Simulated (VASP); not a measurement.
# SiGe3 (I4/mmm) in VASP: further runs, part 2 of 2

VASP 6.6.1. Earlier steps stand in the parts before.

## (3) Single point, PBE

This run uses another cell than the first one, of 18.51 Å³/atom.

Contents of INCAR:

```
  PREC = Accurate
  ENCUT = 520
  EDIFF = 1E-6
  ISMEAR = 0
  SIGMA = 0.1
  LREAL = False
  LASPH = True
  NELM = 80
  ALGO = Normal
  ISIF = 2
  LWAVE = False
  LCHARG = False
  GGA = PE
  NBANDS = 31
```

Contents of KPOINTS:

```
regular mesh
0
Gamma
  16 16 16
```

Contents of POSCAR:

```
SiGe3
1.0
   -1.9862500347      1.9862500347      4.6908504336
    1.9862500347     -1.9862500347      4.6908504336
    1.9862500347      1.9862500347     -4.6908504336
Si Ge
1 3
Direct
    0.5000000000      0.5000000000      0.0000000000
    0.0000000000      0.0000000000      0.0000000000
    0.7500000000      0.2500000000      0.5000000000
    0.2500000000      0.7500000000      0.5000000000
```

Potentials or basis: VASP PAW PBE potentials, release 64 (Si, Ge_d).

The run is started by

```console
$ cat potpaw_PBE.64/Si/POTCAR potpaw_PBE.64/Ge_d/POTCAR > POTCAR
$ mpirun -np 1 vasp_std > vasp.out
```

OUTCAR:

```text
PREC = Accurate
   ENCUT = 520
   EDIFF = 1E-6
   ISMEAR = 0
   LREAL = False
   LASPH = True
   NELM = 80
   ISIF = 2
   GGA = PE

 ion  position               nearest neighbor table
   1  0.500  0.500  0.000-   2 2.81   2 2.81   2 2.81   2 2.81
   2  0.000  0.000  0.000-   1 2.81   1 2.81   1 2.81   1 2.81
   3  0.750  0.250  0.500-   4 2.81   4 2.81   4 2.81   4 2.81
   4  0.250  0.750  0.500-   3 2.81   3 2.81   3 2.81   3 2.81

  LATTYP: Found a body centered tetragonal cell.
 ALAT       =     3.9725000694
 C/A-ratio  =     2.3616615993

  Lattice vectors:

 A1 = (  -1.9862500347,   1.9862500347,   4.6908504336)
 A2 = (   1.9862500347,  -1.9862500347,   4.6908504336)
 A3 = (   1.9862500347,   1.9862500347,  -4.6908504336)

Analysis of symmetry for initial positions (statically):
=====================================================================
 Subroutine PRICEL returns:
 Original cell was already a primitive cell.

 Routine SETGRP: Setting up the symmetry group for a
 body centered tetragonal supercell.

 Subroutine GETGRP returns: Found 16 space group operations
 (whereof 16 operations were pure point group operations)
 out of a pool of 16 trial point group operations.

The static configuration has the point symmetry D_4h.

Analysis of symmetry for dynamics (positions and initial velocities):
=====================================================================
 Subroutine PRICEL returns:
 Original cell was already a primitive cell.

 Routine SETGRP: Setting up the symmetry group for a
 body centered tetragonal supercell.

 Subroutine GETGRP returns: Found 16 space group operations
 (whereof 16 operations were pure point group operations)
 out of a pool of 16 trial point group operations.

The dynamic configuration has the point symmetry D_4h.

 Subroutine INISYM returns: Found 16 space group operations
[... 118 lines left out ...]
   IALGO  =     38    algorithm
   IMIX   =      4    mixing-type and parameters
     AMIX     =   0.40;   BMIX     =  1.00
     AMIX_MAG =   1.60;   BMIX_MAG =  1.00
  volume/ion in A,a.u.               =      18.51       124.89
  Fermi-wavevector in a.u.,A,eV,Ry     =   1.397015  2.639975 26.553811  1.951650
  Thomas-Fermi vector in A             =   2.520312
   LORBIT       =      0    0 simple, 1 ext, 2 COOP (PROOUT), +10 PAW based schemes
   GGA     = PE    functional components
   LHFCALC =     F    Hartree Fock is set to
   AEXX    =    0.0000 exact exchange contribution
   IVDW    =     0    specifies the selected vdW correction
   LEPSILON=     F    determine dielectric tensor
   LRPA    =     F    only Hartree local field effects (RPA)
 non-spin polarized calculation
 Gauss-broadening in eV      SIGMA  =   0.10
  energy-cutoff  :      520.00
  volume of cell :       74.03
 maximum number of plane-waves:      2021
 NGX is ok and might be reduce to    42
   NGX = 21   NGY = 21   NGZ = 21

 number of electron      45.9999973 magnetization

 Free energy of the ion-electron system (eV)
  ---------------------------------------------------
  ext. energy  EPLUGINS =         0.00000000
  ---------------------------------------------------
  free energy    TOTEN  =       -17.23979107 eV

  energy without entropy =      -17.23052603  energy(sigma->0) =      -17.23515855

 E-fermi :   7.0672     XC(G=0): -11.0964

 val. band max:        7.0659459041   @ k =   0.5000   0.5000   0.1875
 cond. band min:       7.0683956503   @ k =   0.1875   0.0625   0.0625
 fundamental gap:      0.0024497462
 Fermi energy:         7.0672337563

 k-point     1 :       0.0000    0.0000    0.0000
  band No.  band energies     occupation
      1     -17.7848      2.00000
      2     -17.7322      2.00000
      3     -17.7193      2.00000
      4     -17.7001      2.00000
      5     -17.7001      2.00000
      6     -17.6736      2.00000
[... 805 lines left out ...]
     30      15.3151      0.00000
     31      15.4294      0.00000

 [... further k-points ...]

------------------------ aborting loop because EDIFF is reached ----------------------------------------

  FORCE on cell =-STRESS in cart. coord.  units (eV):
  Direction    XX          YY          ZZ          XY          YZ          ZX
  --------------------------------------------------------------------------------------
  -------------------------------------------------------------------------------------
  Total       -0.0004444     -0.0004444     -0.0060259      0.0000000      0.0000000     -0.0000000
  in kB       -0.0096178     -0.0096178     -0.1304218      0.0000000      0.0000000     -0.0000000
  external PRESSURE =      -0.0498858 kB  Pullay stress =       0.0000000 kB

 VOLUME and BASIS-vectors are now :
 -----------------------------------------------------------------------------
  energy-cutoff  :      520.00
  volume of cell :       74.03
      direct lattice vectors                 reciprocal lattice vectors
    -1.986250035  1.986250035  4.690850434     0.000000000  0.251730644  0.106590480
     1.986250035 -1.986250035  4.690850434     0.251730644  0.000000000  0.106590480
     1.986250035  1.986250035 -4.690850434     0.251730644  0.251730644  0.000000000

 POSITION                                       TOTAL-FORCE (eV/Angst)
 -----------------------------------------------------------------------------------
      0.00000      0.00000      4.69085        -0.000000      0.000000      0.000000
      0.00000      0.00000      0.00000        -0.000000      0.000000      0.000000
      0.00000      1.98625      2.34543         0.000000      0.000000     -0.000000
      1.98625      0.00000      2.34543         0.000000     -0.000000      0.000000
 -----------------------------------------------------------------------------------
    total drift:                               -0.000000     -0.000000      0.000000

  FREE ENERGIE OF THE ION-ELECTRON SYSTEM (eV)
  ---------------------------------------------------
  free  energy   TOTEN  =       -17.2397910720 eV

  energy  without entropy=      -17.2305260286  energy(sigma->0) =      -17.23515855
```

OSZICAR:

```text
N       E                     dE             d eps       ncg     rms          rms(c)
DAV:   1     0.374568461448E+03    0.37457E+03   -0.22274E+04 25997   0.389E+03
DAV:   2     0.474599208333E+02   -0.32711E+03   -0.31453E+03 21645   0.789E+02
DAV:   3    -0.142807456925E+02   -0.61741E+02   -0.60440E+02 25153   0.185E+02
DAV:   4    -0.172338358913E+02   -0.29531E+01   -0.29426E+01 25479   0.454E+01
DAV:   5    -0.172970965303E+02   -0.63261E-01   -0.63247E-01 24843   0.766E+00    0.270E+00
DAV:   6    -0.172565002883E+02    0.40596E-01   -0.58646E-02 30002   0.307E+00    0.148E+00
DAV:   7    -0.172404516249E+02    0.16049E-01   -0.36089E-02 27857   0.339E+00    0.203E-01
DAV:   8    -0.172397387465E+02    0.71288E-03   -0.38517E-03 28895   0.242E+00    0.760E-02
DAV:   9    -0.172397778187E+02   -0.39072E-04   -0.15910E-03 28376   0.482E-01    0.417E-02
DAV:  10    -0.172397881122E+02   -0.10293E-04   -0.53488E-05 34238   0.146E-01    0.162E-02
DAV:  11    -0.172397918858E+02   -0.37736E-05   -0.89208E-06 29787   0.780E-02    0.318E-03
DAV:  12    -0.172397910720E+02    0.81377E-06   -0.21873E-06 17964   0.312E-02
   1 F= -.17239791E+02 E0= -.17235159E+02  d E =-.926504E-02
```

Run time: 29 min. Hardware: 1 thread of Intel Xeon 8259CL, shared host; peak memory 0.73 GiB.

Results:

```yaml
Free_energy: -17.2398 eV
Pressure: 0.0 GPa
Band_gap_on_the_k_mesh: zero (bands 23 and 24 overlap by 3.39 eV)
```

The gap in the log of VASP goes by the Fermi energy; the results here count the filled bands.